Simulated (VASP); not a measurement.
TiO: single point with r2SCAN

TiO:

```xyz
4
Lattice="2.8516 0.0000 0.0000 -1.4258 2.4696 0.0000 0.0000 0.0000 5.5675" Properties=species:S:1:pos:R:3 pbc="T T T"
Ti    0.0000    1.6464    1.3919
Ti    1.4258    0.8232    4.1756
O     0.0000    0.0000    0.0000
O     0.0000    0.0000    2.7838
```

| Quantity | Value |
| --- | --- |
| Program | VASP 6.6.1 |
| Task | single point |
| Functional | r2SCAN |
| Potentials or basis | VASP PAW PBE potentials, release 64 (Ti_sv, O) |
| Cutoff | 520 eV |
| k mesh | 18 × 18 × 8 |
| Occupations | gaussian, width 0.02 eV |
| Spin | no spin polarisation |
| Dipole correction | no |
| Further INCAR settings | ALGO = Normal; EDIFF = 1e-07; NBANDS = 26 |

* Pressure: -3.6 GPa
* Band gap on the k mesh: zero (band 18 reaches 11.29 eV, above the bottom of band 19 at 11.25 eV)

Stress tensor (GPa, compression positive):
```
-4.24  0.00  0.00
 0.00 -4.24  0.00
 0.00  0.00 -2.41
```

Levels at points of the mesh, in eV from the Fermi level:
```
           k point  band 14  band 15  band 16  band 17  band 18  band 19  band 20  band 21  band 22  band 23
(0.00, 0.00, 0.00)    -5.60    -5.60    -5.56    -2.04    -0.04    -0.04     0.03     1.21     1.21     1.69
(0.50, 0.00, 0.00)    -6.93    -6.09    -5.78    -2.74    -0.04     1.08     1.81     2.13     2.45     2.84
(0.00, 0.00, 0.50)    -5.87    -5.87    -5.87    -0.60    -0.60     0.82     0.82     0.82     0.82     2.34
(0.50, 0.00, 0.50)    -7.54    -6.40    -6.40    -1.35    -1.35     2.20     2.20     2.41     2.41     2.45
```

It took 9.4 min on 1 thread of Intel Xeon 6975P-C, with other jobs on the host, peak memory 0.29 GiB.

Caveat: the PAW data sets were made with another functional, which shifts forces and pressure a little; semilocal functionals often make such compounds metallic where correlation or magnetic order opens a gap, which also shifts bond lengths.
